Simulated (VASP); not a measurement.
# CaTlH3 (I4/mcm) in VASP: single point with PBEsol

Aim: the single point of CaTlH3 with PBEsol.

All numbers are computed with VASP 6.6.1; they aren't measurements. Logs are shortened: lines on timing, memory, paths and dates and some standing lists are left out, and cuts for length are marked.

## Step 1: The cell of the first run

Symmetry: I4/mcm, No. 140, tetragonal system. The conventional cell has a = 5.804 Å, b = 5.804 Å, c = 8.492 Å, α = 90.00°, β = 90.00°, γ = 90.00°. Within 3.1 Å of Ca (site symmetry -42m) lie 8 H at 2.38 to 2.90 Å. Tl (site symmetry 4/m) has 6 H at 2.12 to 2.27 Å within 2.8 Å. Within 2.9 Å of H (site symmetry m2m) lie 1 H at 2.17 Å and 2 Tl at 2.27 Å and 2 Ca at 2.38 Å. Within 2.8 Å of H (site symmetry 422) lie 2 Tl at 2.12 Å.

## Step 2: Single point, PBEsol

INCAR

```
SYSTEM = CaTlH3
PREC = Accurate ; ENCUT = 520
EDIFF = 1E-6 ; ISMEAR = -1
SIGMA = 0.03 ; LREAL = .FALSE.
LASPH = .TRUE. ; NELM = 100
ALGO = Normal ; ISIF = 2
LWAVE = .FALSE. ; LCHARG = .TRUE.
GGA = PS ; LELF = .TRUE.
LVHAR = .TRUE. ; NBANDS = 37
```

KPOINTS

```
regular mesh
0
G
  6 6 6
  0 0 0
```

POSCAR

```
CaTlH3
1.0
   -2.9019340191      2.9019340191      4.2461258873
    2.9019340191     -2.9019340191      4.2461258873
    2.9019340191      2.9019340191     -4.2461258873
Ca Tl H
2 2 6
Direct
    0.7500000000      0.2500000000      0.5000000000
    0.2500000000      0.7500000000      0.5000000000
    0.0000000000      0.0000000000      0.0000000000
    0.5000000000      0.5000000000      0.0000000000
    0.8679571293      0.3679571293      0.2359142586
    0.3679571293      0.1320428707      0.5000000000
    0.6320428707      0.8679571293      0.5000000000
    0.1320428707      0.6320428707      0.7640857414
    0.7500000000      0.7500000000      0.0000000000
    0.2500000000      0.2500000000      0.0000000000
```

Potentials or basis: VASP PAW PBE potentials, release 64 (Ca_sv, Tl_d, H).

The run is started by

```
$ cat potpaw_PBE.64/Ca_sv/POTCAR potpaw_PBE.64/Tl_d/POTCAR potpaw_PBE.64/H/POTCAR > POTCAR
$ mpirun -np 1 vasp_std > vasp.out
```

OUTCAR:

```text
SYSTEM = CaTlH3
   PREC = Accurate
   ENCUT = 520
   EDIFF = 1E-6
   ISMEAR = -1
   LREAL = .FALSE.
   LASPH = .TRUE.
   NELM = 100
   ISIF = 2
   GGA = PS

 ion  position               nearest neighbor table
   1  0.750  0.250  0.500-   4 3.60   3 3.60   4 3.60   3 3.60   3 3.60   4 3.60   3 3.60   4 3.60

   2  0.250  0.750  0.500-   3 3.60   4 3.60   3 3.60   4 3.60   3 3.60   4 3.60   3 3.60   4 3.60

   3  0.000  0.000  0.000-   9 2.12  10 2.12   5 2.27   8 2.27   6 2.27   7 2.27   1 3.60   2 3.60
                             1 3.60   2 3.60   2 3.60   2 3.60   1 3.60   1 3.60   4 4.10   4 4.10
   4  0.500  0.500  0.000-   9 2.12  10 2.12   5 2.27   8 2.27   7 2.27   6 2.27   2 3.60   1 3.60
                             2 3.60   1 3.60   2 3.60   2 3.60   1 3.60   1 3.60   3 4.10   3 4.10
   5  0.868  0.368  0.236-   3 2.27   4 2.27
   6  0.368  0.132  0.500-   4 2.27   3 2.27
   7  0.632  0.868  0.500-   3 2.27   4 2.27
   8  0.132  0.632  0.764-   3 2.27   4 2.27
   9  0.750  0.750  0.000-   3 2.12   4 2.12
  10  0.250  0.250  0.000-   3 2.12   4 2.12

  LATTYP: Found a body centered tetragonal cell.
 ALAT       =     5.8038680382
 C/A-ratio  =     1.4632055241

  Lattice vectors:

 A1 = (  -2.9019340191,   2.9019340191,   4.2461258873)
 A2 = (   2.9019340191,  -2.9019340191,   4.2461258873)
 A3 = (   2.9019340191,   2.9019340191,  -4.2461258873)

Analysis of symmetry for initial positions (statically):
=====================================================================
 Subroutine PRICEL returns:
 Original cell was already a primitive cell.

 Routine SETGRP: Setting up the symmetry group for a
 body centered tetragonal supercell.

 Subroutine GETGRP returns: Found 16 space group operations
 (whereof  8 operations were pure point group operations)
 out of a pool of 16 trial point group operations.

The static configuration has the point symmetry C_4h.
 The point group associated with its full space group is D_4h.

Analysis of symmetry for dynamics (positions and initial velocities):
=====================================================================
 Subroutine PRICEL returns:
 Original cell was already a primitive cell.

 Routine SETGRP: Setting up the symmetry group for a
 body centered tetragonal supercell.

 Subroutine GETGRP returns: Found 16 space group operations
 (whereof  8 operations were pure point group operations)
 out of a pool of 16 trial point group operations.

The dynamic configuration has the point symmetry C_4h.
 The point group associated with its full space group is D_4h.

 Subroutine INISYM returns: Found 16 space group operations
 (whereof  8 operations are pure point group operations),
 and found     1 'primitive' translations

----------------------------------------------------------------------------------------

                                     Primitive cell

  volume of cell :     143.0303

  direct lattice vectors                    reciprocal lattice vectors
    -2.901934019  2.901934019  4.246125887     0.000000000  0.172298886  0.117754399
     2.901934019 -2.901934019  4.246125887     0.172298886  0.000000000  0.117754399
     2.901934019  2.901934019 -4.246125887     0.172298886  0.172298886  0.000000000

  length of vectors
     5.905254199  5.905254199  5.905254199     0.208693566  0.208693566  0.243667422

  position of ions in fractional coordinates (direct lattice)
     0.750000000  0.250000000  0.500000000
     0.250000000  0.750000000  0.500000000
     0.000000000  0.000000000  0.000000000
     0.500000000  0.500000000  0.000000000
     0.867957129  0.367957129  0.235914259
     0.367957129  0.132042871  0.500000000
     0.632042871  0.867957129  0.500000000
     0.132042871  0.632042871  0.764085741
     0.750000000  0.750000000  0.000000000
     0.250000000  0.250000000  0.000000000

  ion indices of the primitive-cell ions
   primitive index   ion index
                 1           1
                 2           2
                 3           3
                 4           4
                 5           5
                 6           6
                 7           7
                 8           8
                 9           9
                10          10

----------------------------------------------------------------------------------------

 KPOINTS: regular mesh

Automatic generation of k-mesh.
 Grid dimensions read from file:
 generate k-points for:    6    6    6

 Generating k-lattice:

  Cartesian coordinates                     Fractional coordinates (reciprocal lattice)
     0.000000000  0.028716481  0.019625733     0.166666667  0.000000000 -0.000000000
     0.028716481  0.000000000  0.019625733     0.000000000  0.166666667 -0.000000000
     0.028716481  0.028716481  0.000000000     0.000000000  0.000000000  0.166666667

  Length of vectors
     0.034782261  0.034782261  0.040611237

  Shift w.r.t. Gamma in fractional coordinates (k-lattice)
     0.000000000  0.000000000  0.000000000

 Subroutine IBZKPT returns following result:
 ===========================================

 Found     30 irreducible k-points:

 Following reciprocal coordinates:
            Coordinates               Weight
  0.000000  0.000000  0.000000      1.000000
  0.166667  0.000000  0.000000      8.000000
  0.333333  0.000000 -0.000000      8.000000
  0.500000  0.000000  0.000000      4.000000
  0.166667  0.166667 -0.000000      8.000000
  0.333333  0.166667 -0.000000     16.000000
[... 16 lines left out ...]
 -0.333333 -0.333333  0.166667      8.000000
 -0.166667 -0.333333  0.166667      8.000000
 [... further k-points ...]
   k-points           NKPTS =     30   k-points in BZ     NKDIM =     30   number of bands    NBANDS=     37
   number of dos      NEDOS =    301   number of ions     NIONS =     10
   total plane-waves  NPLWV = 110592
   dimension x,y,z NGX =    48 NGY =   48 NGZ =   48
   dimension x,y,z NGXF=    96 NGYF=   96 NGZF=   96
   ions per type =               2   2   6
   NGX,Y,Z   is equivalent  to a cutoff of  13.51, 13.51, 13.51 a.u.
   NGXF,Y,Z  is equivalent  to a cutoff of  27.03, 27.03, 27.03 a.u.
 SYSTEM =  CaTlH3
   PREC   = accura    normal or accurate (medium, high low for compatibility)
   ISTART =      0    job   : 0-new  1-cont  2-samecut
   ICHARG =      2    charge: 1-file 2-atom 10-const
   ISPIN  =      1    spin polarized calculation?
   LNONCOLLINEAR =      F non collinear calculations
   LSORBIT =      F    spin-orbit coupling
   LASPH  =      T    aspherical Exc in radial PAW
   ENCUT  =  520.0 eV  38.22 Ry    6.18 a.u.  10.98 10.98 10.98*2*pi/ulx,y,z
   NELM   =    100;   NELMIN=  2; NELMDL= -5     # of ELM steps
   EDIFF  = 0.1E-05   stopping-criterion for ELM
   LREAL  =      F    real-space projection
   EDIFFG = 0.1E-04   stopping-criterion for IOM
   NSW    =      0    number of steps for IOM
   IBRION =     -1    ionic relax: 0-MD 1-quasi-New 2-CG
   NFREE  =      0    steps in history (QN), initial steepest desc. (CG)
   ISIF   =      2    stress and relaxation
   ISYM   =      2    0-nonsym 1-usesym 2-fastsym
   POTIM  = 0.5000    time-step for ionic-motion
   TEBEG  =    0.0;   TEEND  =   0.0 temperature during run
   PSTRESS=    0.0 pullay stress
   NELECT =      52.0000    total number of electrons
   NUPDOWN=      -1.0000    fix difference up-down
   EMIN   =  10.00;   EMAX   =-10.00  energy-range for DOS
   EFERMI =   0.00;   METHOD = LEGACY
   ISMEAR =    -1;   SIGMA  =   0.03  broadening in eV -4-tet -1-fermi 0-gaus
   EFERMI_NEDOS =   21; number of points for ismear=-14 and -15
   IALGO  =     38    algorithm
   IMIX   =      4    mixing-type and parameters
     AMIX     =   0.40;   BMIX     =  1.00
     AMIX_MAG =   1.60;   BMIX_MAG =  1.00
  volume/ion in A,a.u.               =      14.30        96.52
  Fermi-wavevector in a.u.,A,eV,Ry     =   1.168423  2.207999 18.574830  1.365212
  Thomas-Fermi vector in A             =   2.304910
   LORBIT       =      0    0 simple, 1 ext, 2 COOP (PROOUT), +10 PAW based schemes
   GGA     = PS    functional components
   LHFCALC =     F    Hartree Fock is set to
   AEXX    =    0.0000 exact exchange contribution
   IVDW    =     0    specifies the selected vdW correction
   LEPSILON=     F    determine dielectric tensor
   LRPA    =     F    only Hartree local field effects (RPA)
 non-spin polarized calculation
  energy-cutoff  :      520.00
  volume of cell :      143.03
 maximum number of plane-waves:      3872
 NGX is ok and might be reduce to    48
   NGX = 21   NGY = 21   NGZ = 21

 number of electron      52.0000004 magnetization

 Free energy of the ion-electron system (eV)
  ---------------------------------------------------
  ext. energy  EPLUGINS =         0.00000000
  ---------------------------------------------------
  free energy    TOTEN  =       -28.20523711 eV

  energy without entropy =      -28.19800363  energy(sigma->0) =      -28.20162037

 E-fermi :   4.6629     XC(G=0):  -9.4963

 val. band max:        4.6556548304   @ k =  -0.3333   0.3333   0.0000
 cond. band min:       4.6783669390   @ k =  -0.3333   0.3333   0.0000
 fundamental gap:      0.0227121086
 Fermi energy:         4.6628588347

 k-point     1 :       0.0000    0.0000    0.0000
  band No.  band energies     occupation
      1     -37.4295      2.00000
      2     -37.4225      2.00000
      3     -18.5925      2.00000
      4     -18.5925      2.00000
      5     -18.5539      2.00000
      6     -18.5539      2.00000
[... 29 lines left out ...]
     36       7.8458      0.00000
     37       7.9828      0.00000

 k-point     2 :       0.1667    0.0000    0.0000
  band No.  band energies     occupation
      1     -37.4290      2.00000
      2     -37.4229      2.00000
      3     -18.5903      2.00000
      4     -18.5900      2.00000
      5     -18.5573      2.00000
      6     -18.5566      2.00000
[... 29 lines left out ...]
     36       8.1108      0.00000
     37       8.2345      0.00000

 k-point     3 :       0.3333    0.0000   -0.0000
  band No.  band energies     occupation
      1     -37.4277      2.00000
      2     -37.4242      2.00000
      3     -18.5842      2.00000
      4     -18.5831      2.00000
      5     -18.5655      2.00000
      6     -18.5638      2.00000
[... 29 lines left out ...]
     36       8.1981      0.00000
     37       8.3319      0.00000

 k-point     4 :       0.5000    0.0000    0.0000
  band No.  band energies     occupation
      1     -37.4260      2.00000
      2     -37.4260      2.00000
      3     -18.5757      2.00000
      4     -18.5757      2.00000
      5     -18.5732      2.00000
      6     -18.5732      2.00000
[... 29 lines left out ...]
     36       8.1606      0.00000
     37       8.4549      0.00000
[... 683 lines left out ...]
      1     -37.4267      2.00000
      2     -37.4252      2.00000
      3     -18.5872      2.00000
      4     -18.5856      2.00000
      5     -18.5627      2.00000
      6     -18.5616      2.00000
[... 29 lines left out ...]
     36       8.0780      0.00000
     37       8.2308      0.00000

 k-point    23 :      -0.3333   -0.3333    0.1667
  band No.  band energies     occupation
      1     -37.4274      2.00000
      2     -37.4246      2.00000
      3     -18.5985      2.00000
      4     -18.5845      2.00000
      5     -18.5635      2.00000
      6     -18.5498      2.00000
[... 29 lines left out ...]
     36       8.1630      0.00000
     37       8.3506      0.00000

 k-point    24 :      -0.1667   -0.3333    0.1667
  band No.  band energies     occupation
      1     -37.4282      2.00000
      2     -37.4238      2.00000
      3     -18.5927      2.00000
      4     -18.5922      2.00000
      5     -18.5553      2.00000
      6     -18.5548      2.00000
[... 29 lines left out ...]
     36       8.3173      0.00000
     37       8.3703      0.00000

 [... further k-points ...]
[... 5 lines left out ...]
  --------------------------------------------------------------------------------------
  -------------------------------------------------------------------------------------
  Total       -0.0465581     -0.0465581     -0.0056432      0.0000000      0.0000000     -0.0000000
  in kB       -0.5215284     -0.5215284     -0.0632131      0.0000000      0.0000000     -0.0000000
  external PRESSURE =      -0.3687566 kB  Pullay stress =       0.0000000 kB

 VOLUME and BASIS-vectors are now :
 -----------------------------------------------------------------------------
  energy-cutoff  :      520.00
  volume of cell :      143.03
      direct lattice vectors                 reciprocal lattice vectors
    -2.901934019  2.901934019  4.246125887     0.000000000  0.172298886  0.117754399
     2.901934019 -2.901934019  4.246125887     0.172298886  0.000000000  0.117754399
     2.901934019  2.901934019 -4.246125887     0.172298886  0.172298886  0.000000000

 POSITION                                       TOTAL-FORCE (eV/Angst)
 -----------------------------------------------------------------------------------
      0.00000      2.90193      2.12306        -0.000000     -0.000000     -0.000000
      2.90193      0.00000      2.12306        -0.000000     -0.000000     -0.000000
      0.00000      0.00000      0.00000         0.000000     -0.000000     -0.000000
      0.00000      0.00000      4.24613         0.000000     -0.000000     -0.000000
     -0.76636      2.13557      4.24613        -0.002362     -0.002362      0.000000
      0.76636      2.13557      0.00000         0.002362     -0.002362     -0.000000
      2.13557      0.76636      4.24613        -0.002362      0.002362      0.000000
      3.66829      0.76636     -0.00000         0.002362      0.002362     -0.000000
      0.00000      0.00000      6.36919        -0.000000     -0.000000     -0.000000
      0.00000      0.00000      2.12306         0.000000     -0.000000     -0.000000
 -----------------------------------------------------------------------------------
    total drift:                                0.000000     -0.000000      0.000000

  FREE ENERGIE OF THE ION-ELECTRON SYSTEM (eV)
  ---------------------------------------------------
  free  energy   TOTEN  =       -28.2052371135 eV

  energy  without entropy=      -28.1980036285  energy(sigma->0) =      -28.20162037
```

It took 3.3 min on 1 thread of AMD EPYC 7R13 (Zen 3), shared host; peak memory 0.37 GiB.

Results:

```yaml
Free_energy: -28.2052 eV
Pressure: 0.0 GPa
Largest_force: 0.003 eV/Å
Band_gap_on_the_k_mesh: zero (band 26 reaches 5.33 eV, above the bottom of band 27 at 4.60 eV)
```

Forces on the atoms (eV/Å):
```
Ca   0.000  0.000  0.000
Ca   0.000  0.000  0.000
Tl   0.000  0.000  0.000
Tl   0.000  0.000  0.000
H   -0.002 -0.002  0.000
H    0.002 -0.002  0.000
H   -0.002  0.002  0.000
H    0.002  0.002  0.000
H    0.000  0.000  0.000
H    0.000  0.000  0.000
```

Caveat: the PAW data sets were made with another functional, which shifts forces and pressure a little; spin-orbit coupling is left out, which moves the levels of the heavy elements.
